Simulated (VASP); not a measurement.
# Sb (Fm-3m) in VASP: further runs, part 2 of 2

VASP 6.6.1. Earlier steps stand in the parts before.

**3. Single point, PBEsol**

This run uses another cell than the first one, of 26.40 Å³/atom, 1.234 times its volume.

Input file INCAR:

```
PREC = Accurate
ENCUT = 520
EDIFF = 1E-6
ISMEAR = 0
SIGMA = 0.1
LREAL = False
LASPH = True
NELM = 80
ALGO = Fast
ISIF = 2
LWAVE = False
LCHARG = True
GGA = PS
LELF = True
LVHAR = True
NBANDS = 8
```

Input file KPOINTS:

```
regular mesh
0
Gamma
  8 8 8
```

Input file POSCAR:

```
Sb
1.0
    0.0000000000      2.3634150119      2.3634150119
    2.3634150119      0.0000000000      2.3634150119
    2.3634150119      2.3634150119      0.0000000000
Sb
1
Direct
    0.0000000000      0.0000000000      0.0000000000
```

Potentials or basis: VASP PAW PBE potentials, release 64 (Sb).

Command:

```sh
cat potpaw_PBE.64/Sb/POTCAR > POTCAR
mpirun -np 1 vasp_std > vasp.out
```

OUTCAR:

```text
PREC = Accurate
   ENCUT = 520
   EDIFF = 1E-6
   ISMEAR = 0
   LREAL = False
   LASPH = True
   NELM = 80
   ISIF = 2
   GGA = PS

 ion  position               nearest neighbor table
   1  0.000  0.000  0.000-

  LATTYP: Found a face centered cubic cell.
 ALAT       =     4.7268300238

  Lattice vectors:

 A1 = (   0.0000000000,   2.3634150119,   2.3634150119)
 A2 = (   2.3634150119,   0.0000000000,   2.3634150119)
 A3 = (   2.3634150119,   2.3634150119,   0.0000000000)

Analysis of symmetry for initial positions (statically):
=====================================================================
 Subroutine PRICEL returns:
 Original cell was already a primitive cell.

 Routine SETGRP: Setting up the symmetry group for a
 face centered cubic supercell.

 Subroutine GETGRP returns: Found 48 space group operations
[... 9 lines left out ...]

 Routine SETGRP: Setting up the symmetry group for a
 face centered cubic supercell.

 Subroutine GETGRP returns: Found 48 space group operations
[... 11 lines left out ...]
                                     Primitive cell

  volume of cell :      26.4028

  direct lattice vectors                    reciprocal lattice vectors
     0.000000000  2.363415012  2.363415012    -0.211558274  0.211558274  0.211558274
     2.363415012  0.000000000  2.363415012     0.211558274 -0.211558274  0.211558274
     2.363415012  2.363415012  0.000000000     0.211558274  0.211558274 -0.211558274

  length of vectors
     3.342373563  3.342373563  3.342373563     0.366429679  0.366429679  0.366429679

  position of ions in fractional coordinates (direct lattice)
     0.000000000  0.000000000  0.000000000

  ion indices of the primitive-cell ions
   primitive index   ion index
                 1           1

----------------------------------------------------------------------------------------

 KPOINTS: regular mesh

Automatic generation of k-mesh.
 Grid dimensions read from file:
 generate k-points for:    8    8    8

 Generating k-lattice:

  Cartesian coordinates                     Fractional coordinates (reciprocal lattice)
    -0.026444784  0.026444784  0.026444784     0.125000000  0.000000000  0.000000000
     0.026444784 -0.026444784  0.026444784     0.000000000  0.125000000  0.000000000
     0.026444784  0.026444784 -0.026444784     0.000000000  0.000000000  0.125000000

  Length of vectors
     0.045803710  0.045803710  0.045803710

  Shift w.r.t. Gamma in fractional coordinates (k-lattice)
     0.000000000  0.000000000  0.000000000

 Subroutine IBZKPT returns following result:
 ===========================================

 Found     29 irreducible k-points:

 Following reciprocal coordinates:
            Coordinates               Weight
  0.000000  0.000000  0.000000      1.000000
  0.125000  0.000000  0.000000      8.000000
  0.250000  0.000000  0.000000      8.000000
  0.375000  0.000000  0.000000      8.000000
  0.500000  0.000000  0.000000      4.000000
  0.125000  0.125000  0.000000      6.000000
[... 16 lines left out ...]
  0.500000  0.250000  0.125000     48.000000
 -0.375000  0.250000  0.125000     24.000000
 [... further k-points ...]
   k-points           NKPTS =     29   k-points in BZ     NKDIM =     29   number of bands    NBANDS=      8
   number of dos      NEDOS =    301   number of ions     NIONS =      1
   total plane-waves  NPLWV =  21952
   dimension x,y,z NGX =    28 NGY =   28 NGZ =   28
   dimension x,y,z NGXF=    56 NGYF=   56 NGZF=   56
   ions per type =               1
   NGX,Y,Z   is equivalent  to a cutoff of  13.93, 13.93, 13.93 a.u.
   NGXF,Y,Z  is equivalent  to a cutoff of  27.85, 27.85, 27.85 a.u.
 SYSTEM =  unknown system
   PREC   = accura    normal or accurate (medium, high low for compatibility)
   ISTART =      0    job   : 0-new  1-cont  2-samecut
   ICHARG =      2    charge: 1-file 2-atom 10-const
   ISPIN  =      1    spin polarized calculation?
   LNONCOLLINEAR =      F non collinear calculations
   LSORBIT =      F    spin-orbit coupling
   LASPH  =      T    aspherical Exc in radial PAW
   ENCUT  =  520.0 eV  38.22 Ry    6.18 a.u.   6.21  6.21  6.21*2*pi/ulx,y,z
   NELM   =     80;   NELMIN=  2; NELMDL= -5     # of ELM steps
   EDIFF  = 0.1E-05   stopping-criterion for ELM
   LREAL  =      F    real-space projection
   EDIFFG = 0.1E-04   stopping-criterion for IOM
   NSW    =      0    number of steps for IOM
   IBRION =     -1    ionic relax: 0-MD 1-quasi-New 2-CG
   NFREE  =      0    steps in history (QN), initial steepest desc. (CG)
   ISIF   =      2    stress and relaxation
   ISYM   =      2    0-nonsym 1-usesym 2-fastsym
   POTIM  = 0.5000    time-step for ionic-motion
   TEBEG  =    0.0;   TEEND  =   0.0 temperature during run
   PSTRESS=    0.0 pullay stress
   NELECT =       5.0000    total number of electrons
   NUPDOWN=      -1.0000    fix difference up-down
   EMIN   =  10.00;   EMAX   =-10.00  energy-range for DOS
   EFERMI =   0.00;   METHOD = LEGACY
   ISMEAR =     0;   SIGMA  =   0.10  broadening in eV -4-tet -1-fermi 0-gaus
   EFERMI_NEDOS =   21; number of points for ismear=-14 and -15
   IALGO  =     68    algorithm
   IMIX   =      4    mixing-type and parameters
     AMIX     =   0.40;   BMIX     =  1.00
     AMIX_MAG =   1.60;   BMIX_MAG =  1.00
  volume/ion in A,a.u.               =      26.40       178.17
  Fermi-wavevector in a.u.,A,eV,Ry     =   0.940116  1.776562 12.025079  0.883818
  Thomas-Fermi vector in A             =   2.067496
   LORBIT       =      0    0 simple, 1 ext, 2 COOP (PROOUT), +10 PAW based schemes
   GGA     = PS    functional components
   LHFCALC =     F    Hartree Fock is set to
   AEXX    =    0.0000 exact exchange contribution
   IVDW    =     0    specifies the selected vdW correction
   LEPSILON=     F    determine dielectric tensor
   LRPA    =     F    only Hartree local field effects (RPA)
 non-spin polarized calculation
 RMM-DIIS sequential band-by-band and
 Gauss-broadening in eV      SIGMA  =   0.10
  energy-cutoff  :      520.00
  volume of cell :       26.40
 maximum number of plane-waves:       725
 NGX is ok and might be reduce to    28
   NGX = 13   NGY = 13   NGZ = 13

 number of electron       5.0000000 magnetization

 Free energy of the ion-electron system (eV)
  ---------------------------------------------------
  ext. energy  EPLUGINS =         0.00000000
  ---------------------------------------------------
  free energy    TOTEN  =        -4.28708368 eV

  energy without entropy =       -4.28016766  energy(sigma->0) =       -4.28362567

 E-fermi :   8.4953     XC(G=0): -10.4152

 val. band max:        8.3920352714   @ k =   0.5000   0.2500   0.1250
 cond. band min:       8.5228540850   @ k =  -0.3750   0.3750   0.1250
 fundamental gap:      0.1308188136
 Fermi energy:         8.4953081987

 k-point     1 :       0.0000    0.0000    0.0000
  band No.  band energies     occupation
      1      -4.4516      2.00000
      2      14.1034      0.00000
      3      14.1034      0.00000
      4      14.1034      0.00000
      5      18.6986      0.00000
      6      18.6986      0.00000
      7      18.6986      0.00000
      8      18.8918      0.00000

 k-point     2 :       0.1250    0.0000    0.0000
  band No.  band energies     occupation
      1      -4.1367      2.00000
      2      11.6300      0.00000
      3      13.7218      0.00000
      4      13.7218      0.00000
      5      17.4550      0.00000
      6      19.2983      0.00000
      7      19.2983      0.00000
      8      21.3427      0.00000

 k-point     3 :       0.2500    0.0000    0.0000
  band No.  band energies     occupation
      1      -3.2049      2.00000
      2       7.8313      2.00000
      3      13.0469      0.00000
      4      13.0469      0.00000
      5      16.9517      0.00000
      6      19.1094      0.00000
      7      19.1094      0.00000
      8      20.3039      0.00000
[... 210 lines left out ...]
 k-point    23 :       0.5000    0.2500    0.1250
  band No.  band energies     occupation
      1      -0.9634      2.00000
      2       5.2103      2.00000
      3       8.3920      1.85585
      4      10.6702      0.00000
      5      16.3811      0.00000
      6      18.3078      0.00000
      7      19.9036      0.00000
      8      22.5088      0.00000

 k-point    24 :      -0.3750    0.2500    0.1250
  band No.  band energies     occupation
      1       0.1335      2.00000
      2       3.5451      2.00000
      3       8.3335      1.97791
      4      10.1220      0.00000
      5      16.2993      0.00000
      6      18.0821      0.00000
      7      22.0155      0.00000
      8      22.6519      0.00000

 [... further k-points ...]
[... 5 lines left out ...]
  --------------------------------------------------------------------------------------
  -------------------------------------------------------------------------------------
  Total        0.0226118      0.0226118      0.0226118      0.0000000      0.0000000      0.0000000
  in kB        1.3721310      1.3721310      1.3721310      0.0000000      0.0000000      0.0000000
  external PRESSURE =       1.3721310 kB  Pullay stress =       0.0000000 kB

 VOLUME and BASIS-vectors are now :
 -----------------------------------------------------------------------------
  energy-cutoff  :      520.00
  volume of cell :       26.40
      direct lattice vectors                 reciprocal lattice vectors
     0.000000000  2.363415012  2.363415012    -0.211558274  0.211558274  0.211558274
     2.363415012  0.000000000  2.363415012     0.211558274 -0.211558274  0.211558274
     2.363415012  2.363415012  0.000000000     0.211558274  0.211558274 -0.211558274

 POSITION                                       TOTAL-FORCE (eV/Angst)
 -----------------------------------------------------------------------------------
      0.00000      0.00000      0.00000         0.000000      0.000000      0.000000
 -----------------------------------------------------------------------------------
    total drift:                                0.000000      0.000000      0.000000

  FREE ENERGIE OF THE ION-ELECTRON SYSTEM (eV)
  ---------------------------------------------------
  free  energy   TOTEN  =        -4.2870836777 eV

  energy  without entropy=       -4.2801676619  energy(sigma->0) =       -4.28362567
```

stdout:

```text
POSCAR found type information on POSCAR Sb
 POSCAR found :  1 types and       1 ions
 scaLAPACK will be used
 -----------------------------------------------------------------------------
|                                                                             |
|                                                                             |
|     You enforced a specific xc type in the INCAR file but a different       |
|     I HOPE YOU KNOW WHAT YOU ARE DOING!                                     |
|                                                                             |
 -----------------------------------------------------------------------------

 LDA part: xc-table for (Slater+PW92), standard interpolation
 POSCAR, INCAR and KPOINTS ok, starting setup
 FFT: planning ... GRIDC
 FFT: planning ... GRID_SOFT
 FFT: planning ... GRID
 WAVECAR not read
 entering main loop
```

Run time: 5.4 s. Hardware: 1 thread of Intel Xeon 6975P-C (Granite Rapids), shared host; peak memory 0.15 GiB.

Results:

| Property | Result |
| --- | --- |
| Free energy | -4.2871 eV |
| Pressure | 0.1 GPa |

Levels at points of the mesh, in eV from the Fermi level:
```tsv
k point	band 1	band 2	band 3	band 4	band 5	band 6
(0.00, 0.00, 0.00)	-12.95	5.61	5.61	5.61	10.20	10.20
(0.50, 0.00, 0.00)	-9.08	-5.81	3.87	3.87	8.46	9.31
(0.50, 0.50, 0.00)	-7.40	-4.89	0.52	0.52	4.28	4.76
```

Caveat: the PAW data sets were made with another functional, which shifts forces and pressure a little; spin-orbit coupling is left out, which moves the levels of the heavy elements.

**4. Relaxation of cell and atoms, PBEsol**

Input file INCAR:

```
SYSTEM = Sb
  PREC = Accurate
  ENCUT = 600
  EDIFF = 1E-6
  ISMEAR = 0
  SIGMA = 0.1
  LREAL = .FALSE.
  LASPH = .TRUE.
  NELM = 60
  ALGO = Normal
  ISIF = 3
  LWAVE = .FALSE.
  LCHARG = .FALSE.
  GGA = PS
  IBRION = 2
  NSW = 80
  EDIFFG = -0.05
```

Input file KPOINTS:

```
Automatic mesh
0
G
  8 8 8
  0 0 0
```

Input file POSCAR:

```
Sb
1.0
    0.0000000000      2.2033871506      2.2033871506
    2.2033871506      0.0000000000      2.2033871506
    2.2033871506      2.2033871506      0.0000000000
Sb
1
Direct
    0.0000000000      0.0000000000      0.0000000000
```

Command:

```sh
cat potpaw_PBE.64/Sb/POTCAR > POTCAR
mpirun -np 1 vasp_std > vasp.out
```

Wall time 7.3 s (1 thread of Intel Xeon 6975P-C (Granite Rapids), shared host); peak memory 0.16 GiB.

It converged, with:

```
Free energy                            : -4.2869 eV
Relaxed volume                         : 26.53 Å³/atom
Relaxed cell                           : a = 3.348 Å, b = 3.348 Å, c = 3.348 Å, α = 60.00°, β = 60.00°, γ = 60.00°
Space group after relaxing (to 0.05 Å) : Fm-3m (No. 225)
Energy gained by relaxing              : 293.6 meV/atom
Ionic steps                            : 3
Pressure after relaxing                : -0.2 GPa
```

Step by step:
```
step  energy change (eV)  largest force (eV/Å)  pressure (GPa)  volume (Å³)
   1              0.0000                0.0000           22.57        21.39
   2             -0.1057                0.0000           -8.85        32.15
   3             -0.2936                0.0000           -0.19        26.53
```

Final structure:
```xyz
1
Lattice="0.0000 2.3672 2.3672 2.3672 0.0000 2.3672 2.3672 2.3672 0.0000" Properties=species:S:1:pos:R:3 pbc="T T T"
Sb    0.0000    0.0000    0.0000
```

Levels at points of the mesh, in eV from the Fermi level:
```tsv
k point	band 1	band 2	band 3	band 4	band 5
(0.00, 0.00, 0.00)	-12.91	5.57	5.57	5.57	10.18
(0.50, 0.00, 0.00)	-9.07	-5.78	3.85	3.85	8.42
(0.50, 0.50, 0.00)	-7.40	-4.87	0.52	0.52	4.27
```

Caveat: the volume moved by over 15 % at a fixed basis, so the end points are rough; the PAW data sets were made with another functional, which shifts forces and pressure a little; spin-orbit coupling is left out, which moves the levels of the heavy elements.

**5. Single point, PBEsol**

This run uses another cell than the first one, of 26.18 Å³/atom, 1.223 times its volume.

Input file INCAR:

```
ALGO = Fast
EDIFF = 1E-6
ENCUT = 520
GGA = PS
ISIF = 2
ISMEAR = 0
LASPH = T
LCHARG = T
LELF = T
LREAL = F
LVHAR = T
LWAVE = F
NBANDS = 8
NELM = 100
PREC = Accurate
SIGMA = 0.1
```

Input file KPOINTS:

```
k-points
0
Gamma
  16 16 16
```

Input file POSCAR:

```
Sb
1.0
    0.0000000000      2.3566231557      2.3566231557
    2.3566231557      0.0000000000      2.3566231557
    2.3566231557      2.3566231557      0.0000000000
Sb
1
Direct
    0.0000000000      0.0000000000      0.0000000000
```

Command:

```sh
cat potpaw_PBE.64/Sb/POTCAR > POTCAR
mpirun -np 1 vasp_std > vasp.out
```

It took 13 s on 1 thread of Intel Xeon 6975P-C (Granite Rapids), shared host; peak memory 0.17 GiB.

Results (log left out):

| Item | Value |
| --- | --- |
| Free energy | -4.2955 eV |
| Pressure | 0.0 GPa |

Levels at points of the mesh, in eV from the Fermi level:
| k point | band 1 | band 2 | band 3 | band 4 | band 5 |
| --- | --- | --- | --- | --- | --- |
| (0.00, 0.00, 0.00) | -13.14 | 5.55 | 5.55 | 5.55 | 10.11 |
| (0.50, 0.00, 0.00) | -9.22 | -5.99 | 3.79 | 3.79 | 8.39 |
| (0.50, 0.50, 0.00) | -7.52 | -5.06 | 0.41 | 0.41 | 4.18 |

Caveat: the PAW data sets were made with another functional, which shifts forces and pressure a little; spin-orbit coupling is left out, which moves the levels of the heavy elements.

**6. Relaxation of cell and atoms, PBEsol**

This run uses another cell than the first one, of 26.40 Å³/atom, 1.234 times its volume.

Input file INCAR:

```
ALGO = Fast ; EDIFF = 1E-6
EDIFFG = -0.01 ; ENCUT = 600
GGA = PS ; IBRION = 2
ISIF = 3 ; ISMEAR = 0
LASPH = True ; LCHARG = False
LREAL = False ; LWAVE = False
NELM = 80 ; NSW = 80
PREC = Accurate ; SIGMA = 0.1
```

KPOINTS is that of step 5.

Input file POSCAR:

```
Sb
1.0
    0.0000000000      2.3634150119      2.3634150119
    2.3634150119      0.0000000000      2.3634150119
    2.3634150119      2.3634150119      0.0000000000
Sb
1
Direct
    0.0000000000      0.0000000000      0.0000000000
```

Potentials or basis: VASP PAW PBE potentials, release 64 (Sb).

Command:

```sh
cat potpaw_PBE.64/Sb/POTCAR > POTCAR
mpirun -np 1 vasp_std > vasp.out
```

Wall time 21 s (1 thread of Intel Xeon 6975P-C (Granite Rapids), shared host); peak memory 0.18 GiB.

The run converged. Its results:

```
Free energy                            : -4.2956 eV
Relaxed volume                         : 26.17 Å³/atom
Relaxed cell                           : a = 3.333 Å, b = 3.333 Å, c = 3.333 Å, α = 60.00°, β = 60.00°, γ = 60.00°
Space group after relaxing (to 0.05 Å) : Fm-3m (No. 225)
Energy gained by relaxing              : 0.4 meV/atom
Ionic steps                            : 3
Pressure after relaxing                : 0.0 GPa
```

The path:
| step | energy change (eV) | largest force (eV/Å) | pressure (GPa) | volume (Å³) |
| --- | --- | --- | --- | --- |
| 1 | 0.0000 | 0.0000 | -0.60 | 26.40 |
| 2 | -0.0003 | 0.0000 | 0.37 | 26.03 |
| 3 | -0.0004 | 0.0000 | 0.00 | 26.17 |

Final structure:
```xyz
1
Lattice="0.0000 2.3564 2.3564 2.3564 0.0000 2.3564 2.3564 2.3564 0.0000" Properties=species:S:1:pos:R:3 pbc="T T T"
Sb    0.0000    0.0000    0.0000
```

Levels at points of the mesh, in eV from the Fermi level:
| k point | band 1 | band 2 | band 3 | band 4 | band 5 | band 6 |
| --- | --- | --- | --- | --- | --- | --- |
| (0.00, 0.00, 0.00) | -13.14 | 5.55 | 5.55 | 5.55 | 10.11 | 10.11 |
| (0.50, 0.00, 0.00) | -9.22 | -5.99 | 3.79 | 3.79 | 8.39 | 9.22 |
| (0.50, 0.50, 0.00) | -7.52 | -5.06 | 0.41 | 0.41 | 4.18 | 4.63 |

Caveat: the PAW data sets were made with another functional, which shifts forces and pressure a little; spin-orbit coupling is left out, which moves the levels of the heavy elements.

**7. The runs side by side**

| task | cell | k mesh | cutoff (eV) | gap on the mesh (eV) | pressure (GPa) | relaxed volume (Å³/atom) |
| --- | --- | --- | --- | --- | --- | --- |
| single point | a = 3.116 Å, angles 60.0°, 1 atom | 8 × 8 × 8 | 520 | none | 22.6 | - |
| single point | a = 3.342 Å, angles 60.0°, 1 atom | 8 × 8 × 8 | 520 | none | 0.1 | - |
| relaxation of cell and atoms | relaxed from a = 3.116 Å, angles 60.0°, 1 atom | 8 × 8 × 8 | 600 | none | -0.2 | 26.53 |
| single point | a = 3.333 Å, angles 60.0°, 1 atom | 16 × 16 × 16 | 520 | none | 0.0 | - |
| relaxation of cell and atoms | relaxed from a = 3.342 Å, angles 60.0°, 1 atom | 16 × 16 × 16 | 600 | none | 0.0 | 26.17 |

Alike in all rows: level PBEsol; potentials or basis VASP PAW PBE potentials, release 64 (Sb); no spin polarisation; smearing gaussian 0.1 eV.

Caveats: the PAW data sets were made with another functional, which shifts forces and pressure a little; spin-orbit coupling is left out, which moves the levels of the heavy elements; the volume moved by over 15 % at a fixed basis, so the end points are rough (some runs).

Absolute energies hang on the potentials; compare differences alone.
